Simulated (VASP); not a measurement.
# Be2C (Fm-3m) in VASP: notebook, part 2 of 2

VASP 6.6.1. Earlier steps stand in the parts before.

## 3. Single point, HSE06

The input, POSCAR:

```
Be2C
1.0
    0.0000000000      2.1604856385      2.1604856385
    2.1604856385      0.0000000000      2.1604856385
    2.1604856385      2.1604856385      0.0000000000
C Be
1 2
Direct
    0.0000000000      0.0000000000      0.0000000000
    0.2500000000      0.2500000000      0.2500000000
    0.7500000000      0.7500000000      0.7500000000
```

The input, INCAR.step1:

```
PREC     = Accurate       # precision mode
ENCUT    = 520            # plane-wave cutoff, eV
EDIFF    = 1E-5           # SCF threshold, eV
ISMEAR   = 0              # smearing method
SIGMA    = 0.01           # smearing width, eV
LREAL    = F              # projectors in reciprocal space
LASPH    = T              # aspherical terms in the spheres
NELM     = 120            # most SCF steps
ALGO     = Normal         # electronic algorithm
ISIF     = 2              # what is computed and relaxed
LWAVE    = T              # write WAVECAR
LCHARG   = F              # write CHGCAR
GGA      = PE             # functional
NBANDS   = 11             # bands
GGA_COMPAT= F
```

The input, INCAR.step2:

```
PREC     = Accurate       # precision mode
ENCUT    = 520            # plane-wave cutoff, eV
EDIFF    = 1E-6           # SCF threshold, eV
ISMEAR   = 0              # smearing method
SIGMA    = 0.01           # smearing width, eV
LREAL    = F              # projectors in reciprocal space
LASPH    = T              # aspherical terms in the spheres
NELM     = 120            # most SCF steps
ALGO     = Normal         # electronic algorithm
ISIF     = 2              # what is computed and relaxed
LWAVE    = F              # write WAVECAR
LCHARG   = F              # write CHGCAR
GGA      = PE             # functional
LHFCALC  = T              # exact exchange
HFSCREEN = 0.2079         # screening, 1/A
PRECFOCK = Normal       
ISTART   = 1            
NBANDS   = 11             # bands
GGA_COMPAT= F
```

The input, KPOINTS:

```
regular mesh
0
Gamma
  6 6 6
```

Potentials or basis: VASP PAW PBE potentials, release 64 (C, Be).

Run with:

```console
$ cat potpaw_PBE.64/C/POTCAR potpaw_PBE.64/Be/POTCAR > POTCAR
$ cp INCAR.step1 INCAR
$ mpirun -np 1 vasp_std > vasp.out
$ cp INCAR.step2 INCAR
$ mpirun -np 1 vasp_std > vasp.out
```

OUTCAR:

```text
PREC = Accurate
   ENCUT = 520
   EDIFF = 1E-6
   ISMEAR = 0
   LREAL = F
   LASPH = T
   NELM = 120
   ISIF = 2
   GGA = PE
   LHFCALC = T
   HFSCREEN = 0.2079
   PRECFOCK = Normal
   ISTART = 1

 ion  position               nearest neighbor table
   1  0.000  0.000  0.000-   3 1.87   3 1.87   3 1.87   2 1.87   3 1.87   2 1.87   2 1.87   2 1.87

   2  0.250  0.250  0.250-   1 1.87   1 1.87   1 1.87   1 1.87   3 2.16   3 2.16   3 2.16   3 2.16
                             3 2.16   3 2.16
   3  0.750  0.750  0.750-   1 1.87   1 1.87   1 1.87   1 1.87   2 2.16   2 2.16   2 2.16   2 2.16
                             2 2.16   2 2.16

  LATTYP: Found a face centered cubic cell.
 ALAT       =     4.3209712770

  Lattice vectors:

 A1 = (   0.0000000000,   2.1604856385,   2.1604856385)
 A2 = (   2.1604856385,   0.0000000000,   2.1604856385)
 A3 = (   2.1604856385,   2.1604856385,   0.0000000000)

Analysis of symmetry for initial positions (statically):
=====================================================================
 Subroutine PRICEL returns:
[... 183 lines left out ...]
      3       7.3162      2.00000
      4       7.3162      2.00000
      5      12.4422      0.00000
      6      12.4422      0.00000
      7      12.4422      0.00000
      8      15.3773      0.00000
      9      22.0000      0.00000
     10      22.0000      0.00000
     11      22.0000      0.00000
[... 197 lines left out ...]
 k-point    16 :      -0.3333    0.5000    0.1667
  band No.  band energies     occupation
      1      -5.1733      2.00000
      2       0.2132      2.00000
      3       0.8342      2.00000
      4       1.3599      2.00000
      5      12.2778      0.00000
      6      16.0659      0.00000
      7      18.7879      0.00000
      8      20.7403      0.00000
      9      23.0090      0.00000
     10      24.3740      0.00000
     11      25.8294      0.00000

------------------------ aborting loop because EDIFF is reached ----------------------------------------

  FORCE on cell =-STRESS in cart. coord.  units (eV):
  Direction    XX          YY          ZZ          XY          YZ          ZX
  --------------------------------------------------------------------------------------
  -------------------------------------------------------------------------------------
  Total       -0.2411871     -0.2411871     -0.2411871      0.0000000      0.0000000      0.0000000
  in kB      -19.1593389    -19.1593389    -19.1593389      0.0000000      0.0000000      0.0000000
  external PRESSURE =     -19.1593389 kB  Pullay stress =       0.0000000 kB

 VOLUME and BASIS-vectors are now :
 -----------------------------------------------------------------------------
  energy-cutoff  :      520.00
  volume of cell :       20.17
      direct lattice vectors                 reciprocal lattice vectors
     0.000000000  2.160485638  2.160485638    -0.231429449  0.231429449  0.231429449
     2.160485638  0.000000000  2.160485638     0.231429449 -0.231429449  0.231429449
     2.160485638  2.160485638  0.000000000     0.231429449  0.231429449 -0.231429449

 POSITION                                       TOTAL-FORCE (eV/Angst)
 -----------------------------------------------------------------------------------
      0.00000      0.00000      0.00000        -0.000000     -0.000000     -0.000000
      1.08024      1.08024      1.08024        -0.000000     -0.000000     -0.000000
      3.24073      3.24073      3.24073         0.000000      0.000000      0.000000
 -----------------------------------------------------------------------------------
    total drift:                                0.000000     -0.000000     -0.000000

  FREE ENERGIE OF THE ION-ELECTRON SYSTEM (eV)
  ---------------------------------------------------
  free  energy   TOTEN  =       -19.0742304859 eV

  energy  without entropy=      -19.0742304859  energy(sigma->0) =      -19.07423049
```

Wall time 6.6 min (1 thread of Intel Xeon Platinum 8375C at 2.90GHz (Ice Lake), shared host); peak memory 0.24 GiB.

What came out:

- Free energy: -19.0742 eV
- Pressure: -1.9 GPa
- Band gap on the k mesh: 1.90 eV (least direct gap 5.13 eV)

Caveat: the PAW data sets were made with another functional, which shifts forces and pressure a little. A k mesh can miss the band edges.
